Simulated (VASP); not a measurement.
# Tc (Im-3m) in VASP: further runs

Tc is run at these levels: PBE; tasks: single point.

All numbers are computed with VASP 6.6.1; they aren't measurements. Logs are shortened: lines on timing, memory, paths and dates and some standing lists are left out, and cuts for length are marked.

### 1 The cell of the first run

The structure is cubic, space group Im-3m (No. 229). The conventional cell has a = 3.057 Å, b = 3.057 Å, c = 3.057 Å, α = 90.00°, β = 90.00°, γ = 90.00°. Tc (site symmetry m-3m) has 14 Tc at 2.65 to 3.06 Å within 3.5 Å.

### 2 Single point, PBE

File INCAR:

```
SYSTEM = Tc
PREC     = Accurate       ! precision mode
ENCUT    = 520            ! plane-wave cutoff, eV
EDIFF    = 1E-7           ! SCF threshold, eV
ISMEAR   = 0              ! smearing method
SIGMA    = 0.05           ! smearing width, eV
LREAL    = .False.        ! projectors in reciprocal space
LASPH    = .True.         ! aspherical terms in the spheres
NELM     = 80             ! most SCF steps
ALGO     = Normal         ! electronic algorithm
ISIF     = 2              ! what is computed and relaxed
LWAVE    = .False.        ! write WAVECAR
LCHARG   = .False.        ! write CHGCAR
GGA      = PE             ! functional
NBANDS   = 12             ! bands
```

File KPOINTS:

```
regular mesh
0
Gamma
  20 20 20
  0 0 0
```

File POSCAR:

```
Tc
1.0
   -1.5286172307      1.5286172307      1.5286172307
    1.5286172307     -1.5286172307      1.5286172307
    1.5286172307      1.5286172307     -1.5286172307
Tc
1
Direct
    0.0000000000      0.0000000000      0.0000000000
```

Potentials or basis: VASP PAW PBE potentials, release 64 (Tc_pv).

Command:

```console
$ cat potpaw_PBE.64/Tc_pv/POTCAR > POTCAR
$ mpirun -np 1 vasp_std > vasp.out
```

OUTCAR:

```text
SYSTEM = Tc
   PREC = Accurate
   ENCUT = 520
   EDIFF = 1E-7
   ISMEAR = 0
   LREAL = .False.
   LASPH = .True.
   NELM = 80
   ISIF = 2
   GGA = PE

 ion  position               nearest neighbor table
   1  0.000  0.000  0.000-

  LATTYP: Found a body centered cubic cell.
 ALAT       =     3.0572344614

  Lattice vectors:

 A1 = (  -1.5286172307,   1.5286172307,   1.5286172307)
 A2 = (   1.5286172307,  -1.5286172307,   1.5286172307)
 A3 = (   1.5286172307,   1.5286172307,  -1.5286172307)

Analysis of symmetry for initial positions (statically):
=====================================================================
 Subroutine PRICEL returns:
 Original cell was already a primitive cell.

 Routine SETGRP: Setting up the symmetry group for a
 body centered cubic supercell.

 Subroutine GETGRP returns: Found 48 space group operations
 (whereof 48 operations were pure point group operations)
 out of a pool of 48 trial point group operations.

The static configuration has the point symmetry O_h .

Analysis of symmetry for dynamics (positions and initial velocities):
=====================================================================
 Subroutine PRICEL returns:
 Original cell was already a primitive cell.

 Routine SETGRP: Setting up the symmetry group for a
 body centered cubic supercell.

 Subroutine GETGRP returns: Found 48 space group operations
 (whereof 48 operations were pure point group operations)
 out of a pool of 48 trial point group operations.

The dynamic configuration has the point symmetry O_h .

 Subroutine INISYM returns: Found 48 space group operations
 (whereof 48 operations are pure point group operations),
 and found     1 'primitive' translations

----------------------------------------------------------------------------------------

                                     Primitive cell

  volume of cell :      14.2875

  direct lattice vectors                    reciprocal lattice vectors
    -1.528617231  1.528617231  1.528617231     0.000000000  0.327093003  0.327093003
     1.528617231 -1.528617231  1.528617231     0.327093003  0.000000000  0.327093003
     1.528617231  1.528617231 -1.528617231     0.327093003  0.327093003  0.000000000

  length of vectors
     2.647642709  2.647642709  2.647642709     0.462579361  0.462579361  0.462579361

  position of ions in fractional coordinates (direct lattice)
     0.000000000  0.000000000  0.000000000

  ion indices of the primitive-cell ions
   primitive index   ion index
[... 81 lines left out ...]
   POTIM  = 0.5000    time-step for ionic-motion
   TEBEG  =    0.0;   TEEND  =   0.0 temperature during run
   PSTRESS=    0.0 pullay stress
   NELECT =      13.0000    total number of electrons
   NUPDOWN=      -1.0000    fix difference up-down
   EMIN   =  10.00;   EMAX   =-10.00  energy-range for DOS
   EFERMI =   0.00;   METHOD = LEGACY
   ISMEAR =     0;   SIGMA  =   0.05  broadening in eV -4-tet -1-fermi 0-gaus
   EFERMI_NEDOS =   21; number of points for ismear=-14 and -15
   IALGO  =     38    algorithm
   IMIX   =      4    mixing-type and parameters
     AMIX     =   0.40;   BMIX     =  1.00
     AMIX_MAG =   1.60;   BMIX_MAG =  1.00
  volume/ion in A,a.u.               =      14.29        96.42
  Fermi-wavevector in a.u.,A,eV,Ry     =   1.586368  2.997800 34.239913  2.516563
  Thomas-Fermi vector in A             =   2.685690
   LORBIT       =      0    0 simple, 1 ext, 2 COOP (PROOUT), +10 PAW based schemes
   GGA     = PE    functional components
   LHFCALC =     F    Hartree Fock is set to
   AEXX    =    0.0000 exact exchange contribution
   IVDW    =     0    specifies the selected vdW correction
   LEPSILON=     F    determine dielectric tensor
   LRPA    =     F    only Hartree local field effects (RPA)
 non-spin polarized calculation
 Gauss-broadening in eV      SIGMA  =   0.05
  energy-cutoff  :      520.00
  volume of cell :       14.29
 maximum number of plane-waves:       402
   NGX =  9   NGY =  9   NGZ =  9

 number of electron      13.0000005 magnetization

 Free energy of the ion-electron system (eV)
  ---------------------------------------------------
  ext. energy  EPLUGINS =         0.00000000
  ---------------------------------------------------
  free energy    TOTEN  =       -10.09704299 eV

  energy without entropy =      -10.09536528  energy(sigma->0) =      -10.09620413

 E-fermi :  13.3249     XC(G=0): -13.8161

 val. band max:       13.3198275951   @ k =  -0.1000   0.1000   0.0500
 cond. band min:      13.3362223918   @ k =  -0.4500   0.4500   0.1000
 fundamental gap:      0.0163947967
 Fermi energy:        13.3248718519

 k-point     1 :       0.0000    0.0000    0.0000
  band No.  band energies     occupation
      1     -25.5156      2.00000
      2     -25.5156      2.00000
      3     -25.5156      2.00000
      4       5.3530      2.00000
      5      10.8970      2.00000
      6      10.8970      2.00000
      7      10.8970      2.00000
      8      13.8662      0.00000
      9      13.8662      0.00000
     10      29.1577      0.00000
     11      29.1577      0.00000
     12      29.1577      0.00000
[... 331 lines left out ...]
 k-point    24 :       0.2500    0.1000    0.0000
  band No.  band energies     occupation
      1     -26.3899      2.00000
      2     -25.8037      2.00000
      3     -25.5656      2.00000
      4       7.8245      2.00000
      5       9.5786      2.00000
      6      10.8493      2.00000
      7      13.2797      1.79894
      8      14.3227      0.00000
      9      14.8602      0.00000
     10      28.1385      0.00000
     11      28.7674      0.00000
     12      33.6725      0.00000

 [... further k-points ...]

------------------------ aborting loop because EDIFF is reached ----------------------------------------

  FORCE on cell =-STRESS in cart. coord.  units (eV):
  Direction    XX          YY          ZZ          XY          YZ          ZX
  --------------------------------------------------------------------------------------
  -------------------------------------------------------------------------------------
  Total        0.5502142      0.5502142      0.5502142     -0.0000000      0.0000000      0.0000000
  in kB       61.7001416     61.7001416     61.7001416     -0.0000000      0.0000000      0.0000000
  external PRESSURE =      61.7001416 kB  Pullay stress =       0.0000000 kB

 VOLUME and BASIS-vectors are now :
 -----------------------------------------------------------------------------
  energy-cutoff  :      520.00
  volume of cell :       14.29
      direct lattice vectors                 reciprocal lattice vectors
    -1.528617231  1.528617231  1.528617231     0.000000000  0.327093003  0.327093003
     1.528617231 -1.528617231  1.528617231     0.327093003  0.000000000  0.327093003
     1.528617231  1.528617231 -1.528617231     0.327093003  0.327093003  0.000000000

 POSITION                                       TOTAL-FORCE (eV/Angst)
 -----------------------------------------------------------------------------------
      0.00000      0.00000      0.00000        -0.000000     -0.000000     -0.000000
 -----------------------------------------------------------------------------------
    total drift:                                0.000000     -0.000000      0.000000

  FREE ENERGIE OF THE ION-ELECTRON SYSTEM (eV)
  ---------------------------------------------------
  free  energy   TOTEN  =       -10.0970429862 eV

  energy  without entropy=      -10.0953652811  energy(sigma->0) =      -10.09620413
```

OSZICAR:

```text
N       E                     dE             d eps       ncg     rms          rms(c)
DAV:   1     0.117947364516E+03    0.11795E+03   -0.78199E+03  6164   0.104E+03
DAV:   2    -0.908211681763E+01   -0.12703E+03   -0.12337E+03  6744   0.312E+02
DAV:   3    -0.108447911982E+02   -0.17627E+01   -0.17567E+01  6844   0.422E+01
DAV:   4    -0.108519482735E+02   -0.71571E-02   -0.71568E-02  6712   0.297E+00
DAV:   5    -0.108520018670E+02   -0.53593E-04   -0.53595E-04  6928   0.246E-01    0.170E+01
DAV:   6    -0.101820915249E+02    0.66991E+00   -0.90318E-01  6372   0.127E+01    0.537E+00
DAV:   7    -0.101020471479E+02    0.80044E-01   -0.15026E-01  7004   0.499E+00    0.730E-01
DAV:   8    -0.100970416663E+02    0.50055E-02   -0.52642E-03  6300   0.867E-01    0.832E-02
DAV:   9    -0.100970481933E+02   -0.65270E-05   -0.70818E-05  7260   0.116E-01    0.128E-02
DAV:  10    -0.100970418415E+02    0.63518E-05   -0.42513E-06  6396   0.267E-02    0.172E-03
DAV:  11    -0.100970427508E+02   -0.90929E-06   -0.82998E-08  4696   0.406E-03    0.928E-04
DAV:  12    -0.100970429567E+02   -0.20586E-06   -0.78500E-09  3368   0.876E-04    0.105E-04
DAV:  13    -0.100970429862E+02   -0.29497E-07   -0.57153E-10  3276   0.229E-04
   1 F= -.10097043E+02 E0= -.10096204E+02  d E =-.167771E-02
```

stdout:

```text
POSCAR found type information on POSCAR Tc
 POSCAR found :  1 types and       1 ions
 scaLAPACK will be used
 LDA part: xc-table for (Slater+PW92), standard interpolation
 POSCAR, INCAR and KPOINTS ok, starting setup
 FFT: planning ... GRIDC
 FFT: planning ... GRID_SOFT
 FFT: planning ... GRID
 WAVECAR not read
 entering main loop
```

Run time: 21 s. Hardware: 1 thread of Intel Xeon Platinum 8488C (Sapphire Rapids), shared host; peak memory 0.15 GiB.

Results:

| Item | Value |
| --- | --- |
| Free energy | -10.0970 eV |
| Pressure | 6.2 GPa |

### 3 Single point, PBE

This run uses another cell than the first one, of 14.61 Å³/atom, 1.023 times its volume.

File INCAR:

```
PREC = Accurate
ENCUT = 520
EDIFF = 1E-7
ISMEAR = 0
SIGMA = 0.05
LREAL = False
LASPH = True
NELM = 100
ALGO = Normal
ISIF = 2
LWAVE = False
LCHARG = False
GGA = PE
NBANDS = 12
```

File KPOINTS:

```
regular mesh
0
Gamma
  20 20 20
```

File POSCAR:

```
Tc
1.0
   -1.5400155653      1.5400155653      1.5400155653
    1.5400155653     -1.5400155653      1.5400155653
    1.5400155653      1.5400155653     -1.5400155653
Tc
1
Direct
    0.0000000000      0.0000000000      0.0000000000
```

Potentials or basis: VASP PAW PBE potentials, release 64 (Tc_pv).

Command:

```console
$ cat potpaw_PBE.64/Tc_pv/POTCAR > POTCAR
$ mpirun -np 1 vasp_std > vasp.out
```

OUTCAR:

```text
PREC = Accurate
   ENCUT = 520
   EDIFF = 1E-7
   ISMEAR = 0
   LREAL = False
   LASPH = True
   NELM = 100
   ISIF = 2
   GGA = PE

 ion  position               nearest neighbor table
   1  0.000  0.000  0.000-

  LATTYP: Found a body centered cubic cell.
 ALAT       =     3.0800311306

  Lattice vectors:

 A1 = (  -1.5400155653,   1.5400155653,   1.5400155653)
 A2 = (   1.5400155653,  -1.5400155653,   1.5400155653)
[... 538 lines left out ...]
     11      28.1708      0.00000
     12      33.0399      0.00000

 [... further k-points ...]

------------------------ aborting loop because EDIFF is reached ----------------------------------------

  FORCE on cell =-STRESS in cart. coord.  units (eV):
  Direction    XX          YY          ZZ          XY          YZ          ZX
  --------------------------------------------------------------------------------------
  -------------------------------------------------------------------------------------
  Total       -0.0626471     -0.0626471     -0.0626471      0.0000000     -0.0000000     -0.0000000
  in kB       -6.8703050     -6.8703050     -6.8703050      0.0000000     -0.0000000     -0.0000000
  external PRESSURE =      -6.8703050 kB  Pullay stress =       0.0000000 kB

 VOLUME and BASIS-vectors are now :
 -----------------------------------------------------------------------------
  energy-cutoff  :      520.00
  volume of cell :       14.61
      direct lattice vectors                 reciprocal lattice vectors
    -1.540015565  1.540015565  1.540015565     0.000000000  0.324672043  0.324672043
     1.540015565 -1.540015565  1.540015565     0.324672043  0.000000000  0.324672043
     1.540015565  1.540015565 -1.540015565     0.324672043  0.324672043  0.000000000

 POSITION                                       TOTAL-FORCE (eV/Angst)
 -----------------------------------------------------------------------------------
      0.00000      0.00000      0.00000        -0.000000      0.000000      0.000000
 -----------------------------------------------------------------------------------
    total drift:                                0.000000     -0.000000      0.000000

  FREE ENERGIE OF THE ION-ELECTRON SYSTEM (eV)
  ---------------------------------------------------
  free  energy   TOTEN  =       -10.1027823147 eV

  energy  without entropy=      -10.1010321802  energy(sigma->0) =      -10.10190725
```

stdout:

```text
POSCAR found type information on POSCAR Tc
 POSCAR found :  1 types and       1 ions
 scaLAPACK will be used
 LDA part: xc-table for (Slater+PW92), standard interpolation
 POSCAR, INCAR and KPOINTS ok, starting setup
 FFT: planning ... GRIDC
 FFT: planning ... GRID_SOFT
 FFT: planning ... GRID
 WAVECAR not read
 entering main loop
```

Run time: 21 s. Hardware: 1 thread of Intel Xeon Platinum 8488C (Sapphire Rapids), shared host; peak memory 0.15 GiB.

What came out:

```
Free energy : -10.1028 eV
Pressure    : -0.7 GPa
```

Levels at points of the mesh, in eV from the Fermi level:
```csv
k point,band 4,band 5,band 6,band 7,band 8,band 9
"(0.00, 0.00, 0.00)",-7.86,-2.36,-2.36,-2.36,0.53,0.53
"(0.50, 0.00, 0.00)",-6.02,-4.26,0.53,1.08,1.20,3.34
"(0.50, 0.50, 0.50)",-6.14,-6.14,2.65,2.65,2.65,9.05
```
